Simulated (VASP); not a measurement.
# SiC (P6_3mc) in VASP: a series of runs, part 2 of 2

VASP 6.6.1. Earlier steps stand in the parts before.

**3. Relaxation of the atoms, LDA (z stretched by -0.5 %, x and y held)**

Input file INCAR:

```
ALGO = Normal ; EDIFF = 1E-7
EDIFFG = -0.002 ; ENCUT = 520
IBRION = 2 ; ISIF = 2
ISMEAR = 0 ; LASPH = True
LCHARG = False ; LREAL = False
LWAVE = False ; NELM = 100
NSW = 50 ; PREC = Accurate
SIGMA = 0.01
```

Input file KPOINTS:

```
k-points
0
Gamma
  8 8 4
```

Input file POSCAR:

```
SiC
1.0
    3.0563617626      0.0000000000      0.0000000000
   -1.5281808813      2.6468869296      0.0000000000
    0.0000000000      0.0000000000      4.9908338809
Si C
2 2
Direct
    0.3333333333      0.6666666667      0.0045956371
    0.6666666667      0.3333333333      0.5045956371
    0.3333333333      0.6666666667      0.3804043629
    0.6666666667      0.3333333333      0.8804043629
```

Potentials or basis: VASP PAW LDA potentials, release 64 (Si, C).

Command:

```console
$ cat potpaw_LDA.64/Si/POTCAR potpaw_LDA.64/C/POTCAR > POTCAR
$ mpirun -np 1 vasp_std > vasp.out
```

It took 29 s on 1 thread of Intel Xeon 8259CL, shared host; peak memory 0.14 GiB.

It converged, with:

```yaml
Free_energy: -33.2728 eV
Energy_gained_by_relaxing: 0.0 meV/atom
Ionic_steps: 3
Pressure_after_relaxing: 1.6 GPa
Band_gap_on_the_k_mesh: 2.41 eV (least direct gap 3.88 eV)
```

Stress tensor (GPa, compression positive):
```
0.73 0.00 0.00
0.00 0.73 0.00
0.00 0.00 3.26
```

The path:
```csv
step,energy change (eV),largest force (eV/Å),pressure (GPa)
1,0.0000,0.0555,1.58
2,-0.0001,0.0450,1.57
3,-0.0002,0.0001,1.57
```

Final structure:
```
Si C
1.0
     3.05636    0.00000    0.00000
    -1.52818    2.64689    0.00000
     0.00000    0.00000    4.99083
Si C
2 2
Cartesian
  0.0000 1.7646 0.0215
  1.5282 0.8823 2.5169
  0.0000 1.7646 1.9000
  1.5282 0.8823 4.3954
```

Levels at points of the mesh, in eV from the valence-band top:
```tsv
k point	band 4	band 5	band 6	band 7	band 8	band 9	band 10	band 11	band 12
(0.00, 0.00, 0.00)	-1.35	-1.35	-0.06	0.00	0.00	4.90	6.57	6.67	6.67
(0.50, 0.00, 0.00)	-6.29	-5.51	-3.39	-3.37	-1.19	2.69	4.22	7.00	7.13
(0.00, 0.00, 0.50)	-4.40	-0.73	-0.73	-0.73	-0.73	5.99	5.99	7.35	7.35
(0.50, 0.00, 0.50)	-8.38	-2.49	-2.49	-2.31	-2.31	3.29	3.29	5.28	5.28
```

Caveat: the cell differs from its parent crystal (z stretched by -0.5 %, x and y held). A k mesh can miss the band edges.

**4. Relaxation of the atoms, LDA (z stretched by +0.5 %, x and y held)**

Input file INCAR:

```
SYSTEM = SiC
PREC = Accurate
ENCUT = 520
EDIFF = 1E-6
ISMEAR = 0
SIGMA = 0.01
LREAL = .FALSE.
LASPH = .TRUE.
NELM = 80
ALGO = Normal
ISIF = 2
LWAVE = .FALSE.
LCHARG = .FALSE.
IBRION = 2
NSW = 50
EDIFFG = -0.002
```

Input file KPOINTS:

```
regular mesh
0
G
  8 8 4
  0 0 0
```

Edit POSCAR of step 3 so:

```diff
@@ -4,3 +4,3 @@
    -1.5281808813      2.6468869296      0.0000000000
-    0.0000000000      0.0000000000      4.9908338809
+    0.0000000000      0.0000000000      5.0409930154
 Si C
```

Potentials or basis: VASP PAW LDA potentials, release 64 (Si, C).

Command:

```console
$ cat potpaw_LDA.64/Si/POTCAR potpaw_LDA.64/C/POTCAR > POTCAR
$ mpirun -np 1 vasp_std > vasp.out
```

OUTCAR:

```text
SYSTEM = SiC
   PREC = Accurate
   ENCUT = 520
   EDIFF = 1E-6
   ISMEAR = 0
   LREAL = .FALSE.
   LASPH = .TRUE.
   NELM = 80
   ISIF = 2
   IBRION = 2
   NSW = 50
   EDIFFG = -0.002

 ion  position               nearest neighbor table
   1  0.333  0.667  0.005-   4 1.87   4 1.87   4 1.87   3 1.89   2 3.08   2 3.08   2 3.08   2 3.08
                             2 3.08   2 3.08
   2  0.667  0.333  0.505-   3 1.87   3 1.87   3 1.87   4 1.89   1 3.08   1 3.08   1 3.08   1 3.08
                             1 3.08   1 3.08
   3  0.333  0.667  0.380-   2 1.87   2 1.87   2 1.87   1 1.89
   4  0.667  0.333  0.880-   1 1.87   1 1.87   1 1.87   2 1.89

  LATTYP: Found a hexagonal cell.
 ALAT       =     3.0563617626
 C/A-ratio  =     1.6493443535

  Lattice vectors:

 A1 = (   3.0563617626,   0.0000000000,   0.0000000000)
 A2 = (  -1.5281808813,   2.6468869296,   0.0000000000)
 A3 = (   0.0000000000,   0.0000000000,   5.0409930154)

Analysis of symmetry for initial positions (statically):
=====================================================================
 Subroutine PRICEL returns:
 Original cell was already a primitive cell.

 Routine SETGRP: Setting up the symmetry group for a
 hexagonal supercell.

 Subroutine GETGRP returns: Found 12 space group operations
 (whereof  6 operations were pure point group operations)
[... 247 lines left out ...]

 number of electron      15.9999998 magnetization

 Free energy of the ion-electron system (eV)
  ---------------------------------------------------
  ext. energy  EPLUGINS =         0.00000000
  ---------------------------------------------------
  free energy    TOTEN  =       -33.27405166 eV

  energy without entropy =      -33.27405166  energy(sigma->0) =      -33.27405166

 E-fermi :   8.4562     XC(G=0): -11.6118

 val. band max:        8.3898886448   @ k =   0.0000   0.0000   0.0000
 cond. band min:      10.7387612361   @ k =   0.3750   0.2500   0.0000
 fundamental gap:      2.3488725913
 Fermi energy:         8.4561900852

 k-point     1 :       0.0000    0.0000    0.0000
  band No.  band energies     occupation
      1      -7.2162      2.00000
      2      -3.5833      2.00000
      3      -0.4383      2.00000
      4       7.0898      2.00000
      5       7.0898      2.00000
      6       8.2271      2.00000
      7       8.3899      2.00000
      8       8.3899      2.00000
      9      13.3403      0.00000
     10      14.6586      0.00000
     11      15.0561      0.00000
     12      15.0561      0.00000
[... 331 lines left out ...]
 k-point    24 :       0.3750    0.0000    0.5000
  band No.  band energies     occupation
      1      -3.7782      2.00000
      2      -3.7782      2.00000
      3       1.2952      2.00000
      4       1.2952      2.00000
      5       5.7089      2.00000
      6       5.7089      2.00000
      7       6.1264      2.00000
      8       6.1264      2.00000
      9      11.9165      0.00000
     10      11.9165      0.00000
     11      14.2706      0.00000
     12      14.2706      0.00000

 [... further k-points ...]

------------------------ aborting loop because EDIFF is reached ----------------------------------------

  FORCE on cell =-STRESS in cart. coord.  units (eV):
  Direction    XX          YY          ZZ          XY          YZ          ZX
  --------------------------------------------------------------------------------------
  -------------------------------------------------------------------------------------
  Total        0.0350947      0.0350947     -0.6131894      0.0000000      0.0000000     -0.0000000
  in kB        1.3787827      1.3787827    -24.0906744      0.0000000      0.0000000     -0.0000000
  external PRESSURE =      -7.1110363 kB  Pullay stress =       0.0000000 kB
[... 19 lines left out ...]
  FREE ENERGIE OF THE ION-ELECTRON SYSTEM (eV)
  ---------------------------------------------------
  free  energy   TOTEN  =       -33.2740516564 eV

  energy  without entropy=      -33.2740516564  energy(sigma->0) =      -33.27405166

 reached required accuracy - stopping structural energy minimisation
```

OSZICAR:

```text
N       E                     dE             d eps       ncg     rms          rms(c)
DAV:   1     0.331132108825E+02    0.33113E+02   -0.74907E+03   720   0.119E+03
DAV:   2    -0.344539104985E+02   -0.67567E+02   -0.62142E+02  1068   0.189E+02
DAV:   3    -0.374136150018E+02   -0.29597E+01   -0.29468E+01   948   0.400E+01
[... 18 lines left out ...]
       N       E                     dE             d eps       ncg     rms          rms(c)
DAV:   1    -0.332740541243E+02   -0.66481E-04   -0.50081E-03   756   0.622E-01    0.211E-02
DAV:   2    -0.332740549432E+02   -0.81887E-06   -0.75178E-05   928   0.735E-02    0.101E-02
DAV:   3    -0.332740516413E+02    0.33019E-05   -0.53355E-06   868   0.220E-02    0.287E-03
DAV:   4    -0.332740516564E+02   -0.15109E-07   -0.18975E-06   684   0.999E-03
   3 F= -.33274052E+02 E0= -.33274052E+02  d E =-.117649E-03
```

It took 28 s on 1 thread of Intel Xeon 8259CL, shared host; peak memory 0.14 GiB.

What came out:

| Quantity | Value |
| --- | --- |
| Free energy | -33.2741 eV |
| Energy gained by relaxing | 0.0 meV/atom |
| Ionic steps | 3 |
| Pressure after relaxing | -0.7 GPa |
| Band gap on the k mesh | 2.35 eV (least direct gap 3.94 eV) |

The path:
| step | energy change (eV) | largest force (eV/Å) | pressure (GPa) |
| --- | --- | --- | --- |
| 1 | 0.0000 | 0.0460 | -0.70 |
| 2 | -0.0001 | 0.0343 | -0.72 |
| 3 | -0.0001 | 0.0006 | -0.71 |

Final structure:
```
Si C
1.0
     3.05636    0.00000    0.00000
    -1.52818    2.64689    0.00000
     0.00000    0.00000    5.04099
Si C
2 2
Direct
  0.33333 0.66667 0.00485
  0.66667 0.33333 0.50485
  0.33333 0.66667 0.38015
  0.66667 0.33333 0.88015
```

Caveat: the cell differs from its parent crystal (z stretched by +0.5 %, x and y held). A k mesh can miss the band edges.

**5. Relaxation of the atoms, LDA**

This run uses another cell than the first one, of 10.30 Å³/atom.

Edit INCAR of step 4 so:

```diff
@@ -8,3 +8,3 @@
 LASPH = .TRUE.
-NELM = 80
+NELM = 100
 ALGO = Normal
@@ -13,2 +13,3 @@
 LCHARG = .FALSE.
+GGA = CA
 IBRION = 2
```

Input file KPOINTS:

```
Automatic mesh
0
G
  8 8 4
  0 0 0
```

Edit POSCAR of step 4 so:

```diff
@@ -2,4 +2,4 @@
 1.0
-    3.0563617626      0.0000000000      0.0000000000
-   -1.5281808813      2.6468869296      0.0000000000
+    3.0716435714      0.0000000000      0.0000000000
+   -1.5358217857      2.6601213642      0.0000000000
     0.0000000000      0.0000000000      5.0409930154
```

Command:

```console
$ cat potpaw_LDA.64/Si/POTCAR potpaw_LDA.64/C/POTCAR > POTCAR
$ mpirun -np 1 vasp_std > vasp.out
```

It took 18 s on 1 thread of Intel Xeon 8259CL, shared host; peak memory 0.14 GiB.

Results (log left out):

```yaml
Free_energy: -33.2706 eV
Energy_gained_by_relaxing: 0.0 meV/atom
Ionic_steps: 3
Pressure_after_relaxing: -2.9 GPa
Band_gap_on_the_k_mesh: 2.40 eV (least direct gap 3.88 eV)
```

Final structure:
```yaml
crystal:
  lattice:
    - [3.07164, 0.00000, 0.00000]
    - [-1.53582, 2.66012, 0.00000]
    - [0.00000, 0.00000, 5.04099]
  atoms:
    - { symbol: Si, position: [0.33333, 0.66667, 0.00457] }
    - { symbol: Si, position: [0.66667, 0.33333, 0.50457] }
    - { symbol: C, position: [0.33333, 0.66667, 0.38043] }
    - { symbol: C, position: [0.66667, 0.33333, 0.88043] }
```

Levels at points of the mesh, in eV from the valence-band top:
| k point | band 6 | band 7 | band 8 | band 9 | band 10 | band 11 |
| --- | --- | --- | --- | --- | --- | --- |
| (0.00, 0.00, 0.00) | -0.11 | 0.00 | 0.00 | 4.80 | 6.27 | 6.58 |
| (0.50, 0.00, 0.00) | -3.33 | -3.33 | -1.20 | 2.68 | 4.15 | 6.84 |
| (0.00, 0.00, 0.50) | -0.71 | -0.71 | -0.71 | 5.87 | 5.87 | 7.27 |
| (0.50, 0.00, 0.50) | -2.45 | -2.33 | -2.33 | 3.22 | 3.22 | 5.17 |

**6. Summary**

```csv
cell,gap on the mesh (eV),pressure (GPa)
"atoms relaxed from a = 3.041, b = 3.041, c = 4.991 Å, angles 90.0, 90.0, 120.0°, 4 atoms",2.36,4.0
"atoms relaxed from a = 3.056, b = 3.056, c = 4.991 Å, angles 90.0, 90.0, 120.0°, 4 atoms",2.41,1.6
"atoms relaxed from a = 3.056, b = 3.056, c = 5.041 Å, angles 90.0, 90.0, 120.0°, 4 atoms",2.35,-0.7
"atoms relaxed from a = 3.072, b = 3.072, c = 5.041 Å, angles 90.0, 90.0, 120.0°, 4 atoms",2.40,-2.9
```

Alike in all rows: task relaxation of the atoms; level LDA; potentials or basis VASP PAW LDA potentials, release 64 (Si, C); no spin polarisation; k mesh 8 × 8 × 4; cutoff (eV) 520; smearing gaussian 0.01 eV.

Caveats: the relaxation stopped at its first step, so nothing moved (at least some runs).

Total energies depend on the potentials used, so only differences within one code and one set of settings carry meaning.
